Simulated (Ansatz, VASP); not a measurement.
# WS2: VASP beside Ansatz

File INCAR:

```
  PREC = Accurate
  ENCUT = 520
  EDIFF = 1E-8
  ISMEAR = -1
  SIGMA = 0.03
  LREAL = F
  LASPH = T
  NELM = 80
  ALGO = Normal
  ISIF = 2
  LWAVE = F
  LCHARG = F
  GGA = CA
  LEFG = T
  NBANDS = 20
```

Contents of KPOINTS:

```
regular mesh
0
Gamma
  10 10 10
```

File POSCAR:

```
WS2
1.0
    1.3047144382      0.7532772321      5.3172316554
   -1.3047144382      0.7532772321      5.3172316554
    0.0000000000     -1.5065544642      5.3172316554
W S
1 2
Direct
    0.9993321300      0.9993321300      0.9993321300
    0.5858876800      0.5858876800      0.5858876800
    0.7460801900      0.7460801900      0.7460801900
```

Input for Ansatz:

```yaml
crystal:
  lattice:
    - [1.3047144382, 0.7532772321, 5.3172316554]
    - [-1.3047144382, 0.7532772321, 5.3172316554]
    - [0.0, -1.5065544642, 5.3172316554]
  atoms:
    - { symbol: W, position: [0.99933213, 0.99933213, 0.99933213] }
    - { symbol: S, position: [0.58588768, 0.58588768, 0.58588768] }
    - { symbol: S, position: [0.74608019, 0.74608019, 0.74608019] }
kpoints:
  mp_grid: { grid: [10, 10, 10] }
scf:
  occupations: { method: fermi_dirac, width: 0.03 }
hamiltonian:
  xc: lda
  pseudopotentials: { kind: all_electron, datasets: crystal }
output:
  forces: true
  stress: true
  eigenvalues: true
  efg: { contact_densities: true }
```

Change from the starting cell: volume scaled by 0.55, crystal datasets.

Alike in both runs: task electric field gradients; functional LDA; k mesh 10 × 10 × 10; occupations fermi-dirac, width 0.03 eV; no spin polarisation.

|  | VASP | Ansatz |
| --- | --- | --- |
| version | VASP 6.6.1 | Ansatz 0.2.0 |
| potentials or method | VASP PAW LDA potentials, release 64 (W_sv, S), cutoff 520 eV | all-electron PAW with datasets made for the crystal, scalar-relativistic |

|  | VASP | Ansatz | Ansatz less VASP |
| --- | --- | --- | --- |
| pressure (GPa) | 302.7 | 299.0 | -3.64 |
| traceless stress, the component that is largest in VASP (GPa) | 7.83 | 9.18 | +1.350 |
| rms of the force components (eV/Å) | 10.775 | 10.690 | -0.0849 |
| size of Vzz on the site where it differs most (V/Å²) | 257.1 | 283.4 | +26.39 |

LDA's correlation is that of Perdew and Zunger in VASP and of Perdew and Wang (1992) in Ansatz. Atom by atom the forces differ by 0.085 eV/Å (rms over components). Both programs put the cell under a high pressure, so it lies far from rest at this level. Ansatz ran all-electron here, and VASP with PAW potentials.

Spin-orbit coupling is off throughout. Noted on VASP's run: the cell as given lies far from equilibrium.
